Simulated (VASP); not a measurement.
# In3SbAs2 (P3m1) in VASP: relaxation of cell and atoms with PBE

Aim: the relaxation of cell and atoms of In3SbAs2 with PBE.

All numbers are computed with VASP 6.6.1; they aren't measurements. Logs are shortened: lines on timing, memory, paths and dates and some standing lists are left out, and cuts for length are marked.

### Step 1. The cell of the first run

Symmetry: P3m1, No. 156, trigonal system. Conventional cell: a = 4.484 Å, b = 4.484 Å, c = 10.947 Å, α = 90.00°, β = 90.00°, γ = 120.00°. In (site symmetry 3m) has 3 As at 2.72 Å and 1 Sb at 2.86 Å within 3.6 Å. In (site symmetry 3m) has 4 As at 2.68 to 2.72 Å within 3.5 Å. Within 3.5 Å of In (site symmetry 3m) lie 1 As at 2.67 Å and 3 Sb at 2.80 Å. Sb (site symmetry 3m) has 4 In at 2.80 to 2.86 Å within 3.7 Å. Within 3.5 Å of As (site symmetry 3m) lie 4 In at 2.68 to 2.72 Å. As (site symmetry 3m) has 4 In at 2.67 to 2.72 Å within 3.5 Å.

### Step 2. Relaxation of cell and atoms, PBE

File INCAR:

```
SYSTEM = In3SbAs2
ALGO     = Fast           ! electronic algorithm
EDIFF    = 1E-7           ! SCF threshold, eV
EDIFFG   = -0.01          ! ionic threshold
ENCUT    = 600            ! plane-wave cutoff, eV
GGA      = PE             ! functional
IBRION   = 2              ! ionic algorithm
ISIF     = 3              ! what is computed and relaxed
ISMEAR   = 0              ! smearing method
LASPH    = .TRUE.         ! aspherical terms in the spheres
LCHARG   = .FALSE.        ! write CHGCAR
LREAL    = .FALSE.        ! projectors in reciprocal space
LWAVE    = .FALSE.        ! write WAVECAR
NELM     = 80             ! most SCF steps
NSW      = 100            ! ionic steps
PREC     = Accurate       ! precision mode
SIGMA    = 0.1            ! smearing width, eV
```

File KPOINTS:

```
k-points
0
G
  12 12 4
  0 0 0
```

File POSCAR:

```
In3SbAs2
1.0
    4.4842621988      0.0000000000      0.0000000000
   -2.2421310994      3.8834849814      0.0000000000
    0.0000000000      0.0000000000     10.9468863440
In Sb As
3 1 2
Direct
    0.0000000000      0.0000000000      0.9873115938
    0.3333333333      0.6666666667      0.6660378961
    0.6666666667      0.3333333333      0.3466695586
    0.0000000000      0.0000000000      0.2483930792
    0.3333333333      0.6666666667      0.9112701969
    0.6666666667      0.3333333333      0.5903176753
```

Potentials or basis: VASP PAW PBE potentials, release 64 (In_d, Sb, As).

Run with:

```sh
> cat potpaw_PBE.64/In_d/POTCAR potpaw_PBE.64/Sb/POTCAR potpaw_PBE.64/As/POTCAR > POTCAR
> mpirun -np 1 vasp_std > vasp.out
```

OUTCAR:

```text
SYSTEM = In3SbAs2
   EDIFF = 1E-7
   EDIFFG = -0.01
   ENCUT = 600
   GGA = PE
   IBRION = 2
   ISIF = 3
   ISMEAR = 0
   LASPH = .TRUE.
   LREAL = .FALSE.
   NELM = 80
   NSW = 100
   PREC = Accurate

 ion  position               nearest neighbor table
   1  0.000  0.000  0.987-   5 2.72   5 2.72   5 2.72   4 2.86
   2  0.333  0.667  0.666-   5 2.68   6 2.72   6 2.72   6 2.72
   3  0.667  0.333  0.347-   6 2.67   4 2.80   4 2.80   4 2.80
   4  0.000  0.000  0.248-   3 2.80   3 2.80   3 2.80   1 2.86
   5  0.333  0.667  0.911-   2 2.68   1 2.72   1 2.72   1 2.72
   6  0.667  0.333  0.590-   3 2.67   2 2.72   2 2.72   2 2.72

  LATTYP: Found a hexagonal cell.
 ALAT       =     4.4842621988
 C/A-ratio  =     2.4411789183

  Lattice vectors:

 A1 = (   4.4842621988,   0.0000000000,   0.0000000000)
 A2 = (  -2.2421310994,   3.8834849814,   0.0000000000)
 A3 = (   0.0000000000,   0.0000000000,  10.9468863440)

Analysis of symmetry for initial positions (statically):
=====================================================================
 Subroutine PRICEL returns:
 Original cell was already a primitive cell.

 Routine SETGRP: Setting up the symmetry group for a
 hexagonal supercell.

 Subroutine GETGRP returns: Found  6 space group operations
 (whereof  6 operations were pure point group operations)
 out of a pool of 24 trial point group operations.

The static configuration has the point symmetry C_3v.

Analysis of symmetry for dynamics (positions and initial velocities):
=====================================================================
 Subroutine PRICEL returns:
 Original cell was already a primitive cell.

 Routine SETGRP: Setting up the symmetry group for a
 hexagonal supercell.

 Subroutine GETGRP returns: Found  6 space group operations
 (whereof  6 operations were pure point group operations)
 out of a pool of 24 trial point group operations.

The dynamic configuration has the point symmetry C_3v.

 Subroutine INISYM returns: Found  6 space group operations
 (whereof  6 operations are pure point group operations),
 and found     1 'primitive' translations

----------------------------------------------------------------------------------------

                                     Primitive cell

  volume of cell :     190.6353

  direct lattice vectors                    reciprocal lattice vectors
[... 97 lines left out ...]
   EDIFFG = -.1E-01   stopping-criterion for IOM
   NSW    =    100    number of steps for IOM
   IBRION =      2    ionic relax: 0-MD 1-quasi-New 2-CG
   NFREE  =      1    steps in history (QN), initial steepest desc. (CG)
   ISIF   =      3    stress and relaxation
   ISYM   =      2    0-nonsym 1-usesym 2-fastsym
   POTIM  = 0.5000    time-step for ionic-motion
   TEBEG  =    0.0;   TEEND  =   0.0 temperature during run
   PSTRESS=    0.0 pullay stress
   NELECT =      54.0000    total number of electrons
   NUPDOWN=      -1.0000    fix difference up-down
   EMIN   =  10.00;   EMAX   =-10.00  energy-range for DOS
   EFERMI =   0.00;   METHOD = LEGACY
   ISMEAR =     0;   SIGMA  =   0.10  broadening in eV -4-tet -1-fermi 0-gaus
   EFERMI_NEDOS =   21; number of points for ismear=-14 and -15
   IALGO  =     68    algorithm
   IMIX   =      4    mixing-type and parameters
     AMIX     =   0.40;   BMIX     =  1.00
     AMIX_MAG =   1.60;   BMIX_MAG =  1.00
  volume/ion in A,a.u.               =      31.77       214.41
  Fermi-wavevector in a.u.,A,eV,Ry     =   1.075156  2.031751 15.727810  1.155961
  Thomas-Fermi vector in A             =   2.211005
   LORBIT       =      0    0 simple, 1 ext, 2 COOP (PROOUT), +10 PAW based schemes
   GGA     = PE    functional components
   LHFCALC =     F    Hartree Fock is set to
   AEXX    =    0.0000 exact exchange contribution
   IVDW    =     0    specifies the selected vdW correction
   LEPSILON=     F    determine dielectric tensor
   LRPA    =     F    only Hartree local field effects (RPA)
 conjugate gradient relaxation of ions
 non-spin polarized calculation
 RMM-DIIS sequential band-by-band and
 Gauss-broadening in eV      SIGMA  =   0.10
  energy-cutoff  :      600.00
  volume of cell :      190.64
 maximum number of plane-waves:      6404
   NGX = 17   NGY = 17   NGZ = 43

--------------------------------------- Ionic step        1  -------------------------------------------

 number of electron      54.0000000 magnetization

 Free energy of the ion-electron system (eV)
  ---------------------------------------------------
  ext. energy  EPLUGINS =         0.00000000
  ---------------------------------------------------
  free energy    TOTEN  =       -22.26218037 eV

  energy without entropy =      -22.26127905  energy(sigma->0) =      -22.26172971

------------------------ aborting loop because EDIFF is reached ----------------------------------------

  FORCE on cell =-STRESS in cart. coord.  units (eV):
  Direction    XX          YY          ZZ          XY          YZ          ZX
  --------------------------------------------------------------------------------------
  -------------------------------------------------------------------------------------
  Total        0.0559532      0.0559532      0.3983899      0.0000000     -0.0000000      0.0000000
  in kB        0.4702538      0.4702538      3.3482330      0.0000000     -0.0000000      0.0000000
  external PRESSURE =       1.4295802 kB  Pullay stress =       0.0000000 kB
[... 267 lines left out ...]
--------------------------------------- Ionic step        8  -------------------------------------------

 number of electron      53.9999996 magnetization

 Free energy of the ion-electron system (eV)
  ---------------------------------------------------
  ext. energy  EPLUGINS =         0.00000000
  ---------------------------------------------------
  free energy    TOTEN  =       -22.26315488 eV

  energy without entropy =      -22.26230770  energy(sigma->0) =      -22.26273129

 E-fermi :   4.3305     XC(G=0):  -8.6480

 val. band max:        4.2967714378   @ k =   0.0000   0.0000   0.0000
 cond. band min:       4.3921015865   @ k =   0.0000   0.0000   0.2500
 fundamental gap:      0.0953301487
 Fermi energy:         4.3305173020

 k-point     1 :       0.0000    0.0000    0.0000
  band No.  band energies     occupation
      1     -10.4341      2.00000
      2     -10.3880      2.00000
      3     -10.3688      2.00000
      4     -10.3688      2.00000
      5     -10.3389      2.00000
      6     -10.3389      2.00000
[... 829 lines left out ...]
     31       6.8891      0.00000
     32       7.9006      0.00000

 [... further k-points ...]
[... 5 lines left out ...]
  --------------------------------------------------------------------------------------
  -------------------------------------------------------------------------------------
  Total       -0.0085047     -0.0085047      0.0131497      0.0000000      0.0000000      0.0000000
  in kB       -0.0712326     -0.0712326      0.1101375      0.0000000      0.0000000      0.0000000
  external PRESSURE =      -0.0107759 kB  Pullay stress =       0.0000000 kB
[... 21 lines left out ...]
  FREE ENERGIE OF THE ION-ELECTRON SYSTEM (eV)
  ---------------------------------------------------
  free  energy   TOTEN  =       -22.2631548801 eV

  energy  without entropy=      -22.2623076973  energy(sigma->0) =      -22.26273129

 reached required accuracy - stopping structural energy minimisation
```

OSZICAR:

```text
N       E                     dE             d eps       ncg     rms          rms(c)
DAV:   1     0.496498620943E+03    0.49650E+03   -0.25788E+04  4416   0.198E+03
DAV:   2     0.331003229507E+02   -0.46340E+03   -0.45738E+03  4512   0.464E+02
[... 92 lines left out ...]
RMM:   3    -0.222631529866E+02   -0.29197E-05   -0.99029E-05  5379   0.812E-02    0.670E-03
RMM:   4    -0.222631558298E+02   -0.28432E-05   -0.37016E-05  6016   0.371E-02    0.128E-02
RMM:   5    -0.222631561137E+02   -0.28392E-06   -0.20857E-06  5137   0.107E-02    0.180E-02
RMM:   6    -0.222631554408E+02    0.67287E-06   -0.56423E-07  3674   0.591E-03    0.104E-02
RMM:   7    -0.222631548665E+02    0.57429E-06   -0.29657E-07  3109   0.346E-03    0.312E-03
RMM:   8    -0.222631548801E+02   -0.13561E-07   -0.74289E-08  2540   0.291E-03
   8 F= -.22263155E+02 E0= -.22262731E+02  d E =-.282124E-04
```

It took 56 min on 1 thread of Oxide Virtual Turin-like, shared host; peak memory 0.69 GiB.

Results:

* Free energy: -22.2632 eV
* Relaxed volume: 31.88 Å³/atom
* Relaxed cell: a = 4.483 Å, b = 4.483 Å, c = 10.991 Å, α = 90.00°, β = 90.00°, γ = 120.00°
* Space group after relaxing (to 0.1 Å): P3m1 (No. 156)
* Energy gained by relaxing: 0.2 meV/atom
* Ionic steps: 8
* Pressure after relaxing: 0.0 GPa
* Largest force after relaxing: 0.006 eV/Å
* Band gap on the k mesh: zero (filled and empty bands touch)

Forces on the atoms (eV/Å):
```
In   0.000  0.000  0.005
In   0.000  0.000 -0.006
In   0.000  0.000  0.000
Sb   0.000  0.000 -0.002
As   0.000  0.000  0.006
As   0.000  0.000 -0.002
```

The path:
| step | energy change (eV) | largest force (eV/Å) | pressure (GPa) | volume (Å³) |
| --- | --- | --- | --- | --- |
| 1 | 0.0000 | 0.0357 | 0.14 | 190.64 |
| 2 | -0.0007 | 0.0322 | -0.04 | 191.42 |
| 3 | -0.0007 | 0.0315 | -0.02 | 191.38 |
| 4 | -0.0007 | 0.0313 | -0.04 | 191.40 |
| 5 | -0.0009 | 0.0222 | -0.02 | 191.33 |
| 6 | -0.0009 | 0.0164 | 0.00 | 191.27 |
| 7 | -0.0009 | 0.0144 | 0.01 | 191.25 |
| 8 | -0.0010 | 0.0059 | 0.00 | 191.29 |

Final structure:
```xyz
6
Lattice="4.4828 0.0000 0.0000 -2.2414 3.8823 0.0000 0.0000 0.0000 10.9914" Properties=species:S:1:pos:R:3 pbc="T T T"
In    0.0000    0.0000   10.8563
In    0.0000    2.5882    7.3249
In    2.2414    1.2941    3.8095
Sb    0.0000    0.0000    2.7321
As    0.0000    2.5882   10.0112
As    2.2414    1.2941    6.4839
```

Caveat: semilocal functionals underestimate gaps, and a narrow one can read as zero; spin-orbit coupling is left out, which moves the levels of the heavy elements.

The gap in the log of VASP goes by the Fermi energy; the results here count the filled bands.